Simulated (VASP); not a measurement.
# Ti4C in VASP: further runs

The runs below take Ti4C through single point, with PBE.

All numbers are computed with VASP 6.6.1; they aren't measurements. Logs are shortened: lines on timing, memory, paths and dates and some standing lists are left out, and cuts for length are marked.

## Step 1: The cell of the first run

The cell holds a slab with vacuum, 5 atoms: a = 2.908 Å, b = 4.112 Å, c = 19.654 Å, α = 90.00°, β = 90.00°, γ = 90.00°.

## Step 2: Single point, PBE

INCAR reads:

```
PREC = Accurate ; ENCUT = 520
EDIFF = 1E-7 ; ISMEAR = 0
SIGMA = 0.1 ; LREAL = False
LASPH = True ; NELM = 100
ALGO = Normal ; ISIF = 2
LWAVE = False ; LCHARG = False
LDIPOL = True ; IDIPOL = 3
DIPOL = 0.5 0.5 0.350 ; GGA = PE
NBANDS = 34
```

KPOINTS reads:

```
regular mesh
0
Gamma
  9 7 1
```

POSCAR reads:

```
Ti4C
1.0
    2.9076478547      0.0000000000      0.0000000000
    0.0000000000      4.1120350307      0.0000000000
    0.0000000000      0.0000000000     19.6538060989
Ti C
4 1
Direct
    0.5000000000      0.5000000000      0.2035229197
    0.0000000000      0.0000000000      0.2774945423
    0.5000000000      0.5000000000      0.3439527020
    0.0000000000      0.0000000000      0.4148716059
    0.0000000000      0.0000000000      0.5110507226
```

Potentials or basis: VASP PAW PBE potentials, release 64 (Ti_sv, C).

Started as:

```console
> cat potpaw_PBE.64/Ti_sv/POTCAR potpaw_PBE.64/C/POTCAR > POTCAR
> mpirun -np 1 vasp_std > vasp.out
```

OUTCAR:

```text
PREC = Accurate
   ENCUT = 520
   EDIFF = 1E-7
   ISMEAR = 0
   LREAL = False
   LASPH = True
   NELM = 100
   ISIF = 2
   GGA = PE

 ion  position               nearest neighbor table
   1  0.500  0.500  0.204-   3 2.76   2 2.91   2 2.91   2 2.91   2 2.91
   2  0.000  0.000  0.277-   4 2.70   3 2.84   3 2.84   3 2.84   3 2.84   1 2.91   1 2.91   1 2.91
                             1 2.91
   3  0.500  0.500  0.344-   1 2.76   2 2.84   2 2.84   2 2.84   2 2.84   4 2.88   4 2.88   4 2.88
                             4 2.88
   4  0.000  0.000  0.415-   5 1.89   2 2.70   3 2.88   3 2.88   3 2.88   3 2.88
   5  0.000  0.000  0.511-   4 1.89

  LATTYP: Found a simple orthorhombic cell.
 ALAT       =     2.9076478547
 B/A-ratio  =     1.4142135624
 C/A-ratio  =     6.7593488211

  Lattice vectors:

 A1 = (   2.9076478547,   0.0000000000,   0.0000000000)
 A2 = (   0.0000000000,   4.1120350307,   0.0000000000)
 A3 = (   0.0000000000,   0.0000000000,  19.6538060989)

Analysis of symmetry for initial positions (statically):
=====================================================================
 Subroutine PRICEL returns:
 Original cell was already a primitive cell.

 Routine SETGRP: Setting up the symmetry group for a
 simple orthorhombic supercell.

 Subroutine GETGRP returns: Found  4 space group operations
 (whereof  4 operations were pure point group operations)
 out of a pool of  8 trial point group operations.

The static configuration has the point symmetry C_2v.

Analysis of symmetry for dynamics (positions and initial velocities):
=====================================================================
 Subroutine PRICEL returns:
 Original cell was already a primitive cell.

 Routine SETGRP: Setting up the symmetry group for a
 simple orthorhombic supercell.

 Subroutine GETGRP returns: Found  4 space group operations
 (whereof  4 operations were pure point group operations)
 out of a pool of  8 trial point group operations.

The dynamic configuration has the point symmetry C_2v.

 Subroutine INISYM returns: Found  4 space group operations
 (whereof  4 operations are pure point group operations),
 and found     1 'primitive' translations

----------------------------------------------------------------------------------------

                                     Primitive cell

  volume of cell :     234.9878

  direct lattice vectors                    reciprocal lattice vectors
     2.907647855  0.000000000  0.000000000     0.343920602  0.000000000  0.000000000
     0.000000000  4.112035031  0.000000000     0.000000000  0.243188590  0.000000000
     0.000000000  0.000000000 19.653806099     0.000000000  0.000000000  0.050880730

  length of vectors
     2.907647855  4.112035031 19.653806099     0.343920602  0.243188590  0.050880730

  position of ions in fractional coordinates (direct lattice)
     0.500000000  0.500000000  0.203522920
     0.000000000  0.000000000  0.277494542
     0.500000000  0.500000000  0.343952702
     0.000000000  0.000000000  0.414871606
     0.000000000  0.000000000  0.511050723

  ion indices of the primitive-cell ions
   primitive index   ion index
                 1           1
                 2           2
                 3           3
                 4           4
                 5           5

----------------------------------------------------------------------------------------

 KPOINTS: regular mesh

Automatic generation of k-mesh.
 Grid dimensions read from file:
 generate k-points for:    9    7    1

 Generating k-lattice:

  Cartesian coordinates                     Fractional coordinates (reciprocal lattice)
     0.038213400  0.000000000  0.000000000     0.111111111  0.000000000  0.000000000
     0.000000000  0.034741227  0.000000000     0.000000000  0.142857143  0.000000000
     0.000000000  0.000000000  0.050880730     0.000000000  0.000000000  1.000000000

  Length of vectors
     0.038213400  0.034741227  0.050880730

  Shift w.r.t. Gamma in fractional coordinates (k-lattice)
     0.000000000  0.000000000  0.000000000

 Subroutine IBZKPT returns following result:
 ===========================================

 Found     20 irreducible k-points:

 Following reciprocal coordinates:
            Coordinates               Weight
  0.000000  0.000000  0.000000      1.000000
  0.111111  0.000000  0.000000      2.000000
  0.222222  0.000000  0.000000      2.000000
  0.333333  0.000000  0.000000      2.000000
  0.444444  0.000000  0.000000      2.000000
  0.000000  0.142857  0.000000      2.000000
[... 12 lines left out ...]
  0.333333  0.428571  0.000000      4.000000
  0.444444  0.428571  0.000000      4.000000
   k-points           NKPTS =     20   k-points in BZ     NKDIM =     20   number of bands    NBANDS=     34
   number of dos      NEDOS =    301   number of ions     NIONS =      5
   total plane-waves  NPLWV = 115200
   dimension x,y,z NGX =    24 NGY =   32 NGZ =  150
   dimension x,y,z NGXF=    48 NGYF=   64 NGZF=  300
   ions per type =               4   1
   NGX,Y,Z   is equivalent  to a cutoff of  13.72, 12.94, 12.69 a.u.
   NGXF,Y,Z  is equivalent  to a cutoff of  27.44, 25.87, 25.38 a.u.
 SYSTEM =  unknown system
   PREC   = accura    normal or accurate (medium, high low for compatibility)
   ISTART =      0    job   : 0-new  1-cont  2-samecut
   ICHARG =      2    charge: 1-file 2-atom 10-const
   ISPIN  =      1    spin polarized calculation?
   LNONCOLLINEAR =      F non collinear calculations
   LSORBIT =      F    spin-orbit coupling
   LASPH  =      T    aspherical Exc in radial PAW
   ENCUT  =  520.0 eV  38.22 Ry    6.18 a.u.   5.41  7.65 36.54*2*pi/ulx,y,z
   NELM   =    100;   NELMIN=  2; NELMDL= -5     # of ELM steps
   EDIFF  = 0.1E-06   stopping-criterion for ELM
   LREAL  =      F    real-space projection
   EDIFFG = 0.1E-05   stopping-criterion for IOM
   NSW    =      0    number of steps for IOM
   IBRION =     -1    ionic relax: 0-MD 1-quasi-New 2-CG
   NFREE  =      0    steps in history (QN), initial steepest desc. (CG)
   ISIF   =      2    stress and relaxation
   ISYM   =      2    0-nonsym 1-usesym 2-fastsym
   POTIM  = 0.5000    time-step for ionic-motion
   TEBEG  =    0.0;   TEEND  =   0.0 temperature during run
   PSTRESS=    0.0 pullay stress
   NELECT =      52.0000    total number of electrons
   NUPDOWN=      -1.0000    fix difference up-down
   EMIN   =  10.00;   EMAX   =-10.00  energy-range for DOS
   EFERMI =   0.00;   METHOD = LEGACY
   ISMEAR =     0;   SIGMA  =   0.10  broadening in eV -4-tet -1-fermi 0-gaus
   EFERMI_NEDOS =   21; number of points for ismear=-14 and -15
   IALGO  =     38    algorithm
   IMIX   =      4    mixing-type and parameters
     AMIX     =   0.40;   BMIX     =  1.00
     AMIX_MAG =   1.60;   BMIX_MAG =  1.00
  volume/ion in A,a.u.               =      47.00       317.16
  Fermi-wavevector in a.u.,A,eV,Ry     =   0.990210  1.871226 13.340741  0.980517
  Thomas-Fermi vector in A             =   2.121865
   LORBIT       =      0    0 simple, 1 ext, 2 COOP (PROOUT), +10 PAW based schemes
   GGA     = PE    functional components
   LHFCALC =     F    Hartree Fock is set to
   AEXX    =    0.0000 exact exchange contribution
   IVDW    =     0    specifies the selected vdW correction
   LEPSILON=     F    determine dielectric tensor
   LRPA    =     F    only Hartree local field effects (RPA)
 non-spin polarized calculation
 Gauss-broadening in eV      SIGMA  =   0.10
  energy-cutoff  :      520.00
  volume of cell :      234.99
 maximum number of plane-waves:      6369
 NGX is ok and might be reduce to    24
   NGX = 11   NGY = 15   NGZ = 73

 number of electron      52.0000014 magnetization

 dipolmoment           0.000000      0.000000      0.236365 electrons x Angstroem

 Free energy of the ion-electron system (eV)
  ---------------------------------------------------
  ext. energy  EPLUGINS =         0.00000000
  ---------------------------------------------------
  free energy    TOTEN  =       -32.80703470 eV

  energy without entropy =      -32.76981245  energy(sigma->0) =      -32.78842358

 E-fermi :  -0.7706     XC(G=0):  -4.9569

 val. band max:       -0.7782544392   @ k =   0.3333   0.1429   0.0000
 cond. band min:      -0.7291784011   @ k =   0.3333   0.0000   0.0000
 fundamental gap:      0.0490760381
 Fermi energy:        -0.7706462557

 k-point     1 :       0.0000    0.0000    0.0000
  band No.  band energies     occupation
      1     -57.7696      2.00000
      2     -57.5130      2.00000
      3     -57.4016      2.00000
      4     -56.9086      2.00000
      5     -34.1980      2.00000
      6     -34.1137      2.00000
[... 26 lines left out ...]
     33       0.5830      0.00000
     34       0.9499      0.00000

 k-point     2 :       0.1111    0.0000    0.0000
  band No.  band energies     occupation
      1     -57.7642      2.00000
      2     -57.5059      2.00000
      3     -57.3998      2.00000
      4     -56.9043      2.00000
      5     -34.1955      2.00000
      6     -34.0977      2.00000
[... 26 lines left out ...]
     33       0.7987      0.00000
     34       1.0976      0.00000

 k-point     3 :       0.2222    0.0000    0.0000
  band No.  band energies     occupation
      1     -57.7505      2.00000
      2     -57.4869      2.00000
      3     -57.3959      2.00000
      4     -56.8932      2.00000
      5     -34.1912      2.00000
      6     -34.0564      2.00000
[... 26 lines left out ...]
     33       0.9256      0.00000
     34       1.0097      0.00000
[... 556 lines left out ...]
 k-point    19 :       0.3333    0.4286    0.0000
  band No.  band energies     occupation
      1     -57.7331      2.00000
      2     -57.4525      2.00000
      3     -57.4042      2.00000
      4     -56.8812      2.00000
      5     -34.1851      2.00000
      6     -34.0657      2.00000
[... 26 lines left out ...]
     33       0.5231      0.00000
     34       1.0666      0.00000

 k-point    20 :       0.4444    0.4286    0.0000
  band No.  band energies     occupation
      1     -57.7242      2.00000
      2     -57.4430      2.00000
      3     -57.3959      2.00000
      4     -56.8721      2.00000
      5     -34.1623      2.00000
      6     -34.1130      2.00000
[... 26 lines left out ...]
     33       0.7604      0.00000
     34       1.0691      0.00000

------------------------ aborting loop because EDIFF is reached ----------------------------------------

 vacuum level on the upper side and lower side of the slab       (xc-potential included)         1.663        -1.891

  FORCE on cell =-STRESS in cart. coord.  units (eV):
  Direction    XX          YY          ZZ          XY          YZ          ZX
  --------------------------------------------------------------------------------------
  -------------------------------------------------------------------------------------
  Total       -1.0135758     -2.6469346     -0.4858462      0.0000000      0.0000000      0.0000000
  in kB       -6.9106920    -18.0471454     -3.3125631      0.0000000      0.0000000      0.0000000
  external PRESSURE =      -9.4234668 kB  Pullay stress =       0.0000000 kB

 VOLUME and BASIS-vectors are now :
 -----------------------------------------------------------------------------
  energy-cutoff  :      520.00
  volume of cell :      234.99
      direct lattice vectors                 reciprocal lattice vectors
     2.907647855  0.000000000  0.000000000     0.343920602  0.000000000  0.000000000
     0.000000000  4.112035031  0.000000000     0.000000000  0.243188590  0.000000000
     0.000000000  0.000000000 19.653806099     0.000000000  0.000000000  0.050880730

 POSITION                                       TOTAL-FORCE (eV/Angst)
 -----------------------------------------------------------------------------------
      1.45382      2.05602      4.00000         0.000000      0.000000      0.462481
      0.00000      0.00000      5.45382         0.000000      0.000000     -0.299335
      1.45382      2.05602      6.75998         0.000000      0.000000     -0.375995
      0.00000      0.00000      8.15381         0.000000      0.000000      0.155729
      0.00000      0.00000     10.04409         0.000000      0.000000      0.057120
 -----------------------------------------------------------------------------------
    total drift:                                0.000000     -0.000000      0.001169

  FREE ENERGIE OF THE ION-ELECTRON SYSTEM (eV)
  ---------------------------------------------------
  free  energy   TOTEN  =       -32.8070346986 eV

  energy  without entropy=      -32.7698124527  energy(sigma->0) =      -32.78842358

 vacuum level on the upper side and lower side of the slab         5.994         2.358
```

Run time: 4.6 min. Hardware: 1 thread of Intel Xeon 6975P-C (Granite Rapids), shared host; peak memory 0.39 GiB.

What came out:

```
Free energy            : -32.8070 eV
Largest force          : 0.462 eV/Å
Band gap on the k mesh : zero (band 26 reaches -0.23 eV, above the bottom of band 27 at -0.87 eV)
```

Forces on the atoms (eV/Å):
```
Ti   0.000  0.000  0.462
Ti   0.000  0.000 -0.299
Ti   0.000  0.000 -0.376
Ti   0.000  0.000  0.156
C    0.000  0.000  0.057
```

## Step 3: Single point, PBE

INCAR reads:

```
SYSTEM = Ti4C
PREC = Accurate
ENCUT = 520
EDIFF = 1E-7
ISMEAR = 0
SIGMA = 0.1
LREAL = .FALSE.
LASPH = .TRUE.
NELM = 80
ALGO = Normal
ISIF = 2
LWAVE = .FALSE.
LCHARG = .FALSE.
LDIPOL = .TRUE.
IDIPOL = 3
DIPOL = 0.5 0.5 0.343
GGA = PE
NBANDS = 34
```

KPOINTS reads:

```
regular mesh
0
G
  9 7 1
  0 0 0
```

POSCAR: that of step 2 with these lines changed.

```diff
@@ -12,2 +12,2 @@
     0.0000000000      0.0000000000      0.4148716059
-    0.0000000000      0.0000000000      0.5110507226
+    0.5000000000      0.0000000000      0.4751881055
```

Potentials or basis: VASP PAW PBE potentials, release 64 (Ti_sv, C).

Started as:

```console
> cat potpaw_PBE.64/Ti_sv/POTCAR potpaw_PBE.64/C/POTCAR > POTCAR
> mpirun -np 1 vasp_std > vasp.out
```

Wall time 5 min (1 thread of Intel Xeon 6975P-C (Granite Rapids), shared host); peak memory 0.39 GiB.

Results (log left out):

```
Free energy            : -35.1335 eV
Largest force          : 0.637 eV/Å
Band gap on the k mesh : zero (band 26 reaches -0.68 eV, above the bottom of band 27 at -0.96 eV)
```

Forces on the atoms (eV/Å):
```
Ti   0.000  0.000  0.354
Ti   0.000  0.000 -0.536
Ti   0.000  0.000 -0.515
Ti   0.000  0.000  0.637
C    0.000  0.000  0.061
```

Levels at points of the mesh, in eV from the Fermi level:
```tsv
k point	band 22	band 23	band 24	band 25	band 26	band 27	band 28	band 29	band 30	band 31
(0.00, 0.00, 0.00)	-1.38	-0.76	-0.67	-0.56	-0.17	0.23	0.30	0.50	1.01	1.04
```

## Step 4: Single point, PBE

INCAR reads:

```
PREC = Accurate ; ENCUT = 520
EDIFF = 1E-6 ; ISMEAR = 0
SIGMA = 0.1 ; LREAL = False
LASPH = True ; NELM = 100
ALGO = Normal ; ISIF = 2
LWAVE = False ; LCHARG = False
LDIPOL = True ; IDIPOL = 3
DIPOL = 0.5 0.5 0.331 ; GGA = PE
NBANDS = 34
```

KPOINTS reads:

```
Automatic mesh
0
Gamma
  9 7 1
```

POSCAR: that of step 3 with these lines changed.

```diff
@@ -12,2 +12,2 @@
     0.0000000000      0.0000000000      0.4148716059
-    0.5000000000      0.0000000000      0.4751881055
+    0.0000000000      0.5000000000      0.4147882680
```

Started as:

```console
> cat potpaw_PBE.64/Ti_sv/POTCAR potpaw_PBE.64/C/POTCAR > POTCAR
> mpirun -np 1 vasp_std > vasp.out
```

It took 4.1 min on 1 thread of Intel Xeon 6975P-C (Granite Rapids), shared host; peak memory 0.38 GiB.

Results (log left out):

```
Free energy            : -37.1656 eV
Largest force          : 1.748 eV/Å
Band gap on the k mesh : zero (band 26 reaches 0.43 eV, above the bottom of band 27 at 0.22 eV)
```

Forces in eV/Å, atoms in the order of the input:
```
Ti   0.000  0.000  0.248
Ti   0.000  0.000 -1.748
Ti   0.000  0.000  0.697
Ti   0.000  0.000  0.803
C    0.000  0.000  0.000
```

Levels at points of the mesh, in eV from the Fermi level:
```tsv
k point	band 24	band 25	band 26	band 27	band 28	band 29
(0.00, 0.00, 0.00)	-0.53	-0.29	0.09	0.19	0.26	0.56
```
